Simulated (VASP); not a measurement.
## ZnS: single point with PBE

The system is ZnS.

```
CELL_PARAMETERS angstrom
3.84407 0.00000 0.00000
-1.92203 3.32906 0.00000
0.00000 0.00000 6.49378
ATOMIC_POSITIONS crystal
Zn 0.33333 0.66667 0.00224
Zn 0.66667 0.33333 0.50224
S 0.33333 0.66667 0.37276
S 0.66667 0.33333 0.87276
```

This cell differs from its parent crystal: strain along c alone, the other axes held: +3.0 %, then relaxed in part.

```json
{"Program": "VASP 6.6.1", "Task": "single point", "Functional": "PBE", "Potentials or basis": "VASP PAW PBE potentials, release 64 (Zn, S)", "Cutoff": "520 eV", "k mesh": "12 × 12 × 4", "Occupations": "gaussian, width 0.02 eV", "Spin": "no spin polarisation"}
```

```
Pressure               : -1.8 GPa
Band gap on the k mesh : 1.87 eV
```

Stress tensor (GPa, compression positive):
```
-0.83  0.00  0.00
 0.00 -0.83  0.00
 0.00  0.00 -3.66
```

Levels at points of the mesh, in eV from the valence-band top:
```tsv
k point	band 15	band 16	band 17	band 18	band 19	band 20	band 21	band 22
(0.00, 0.00, 0.00)	-0.76	-0.21	0.00	0.00	1.87	3.20	6.31	6.44
(0.50, 0.00, 0.00)	-3.07	-1.99	-1.61	-0.83	3.79	3.99	4.99	6.87
(0.00, 0.00, 0.50)	-0.40	-0.40	-0.40	-0.40	3.46	3.46	6.51	6.51
(0.50, 0.00, 0.50)	-1.64	-1.64	-1.45	-1.45	3.40	3.40	5.21	5.21
```

Run time: 3 min on 1 thread of AMD EPYC 7R13 (shared host), peak memory 0.23 GiB.

Caveat: the cell differs from its parent crystal (strain along c alone, the other axes held: +3.0 %, then relaxed in part). A k mesh can miss the band edges.
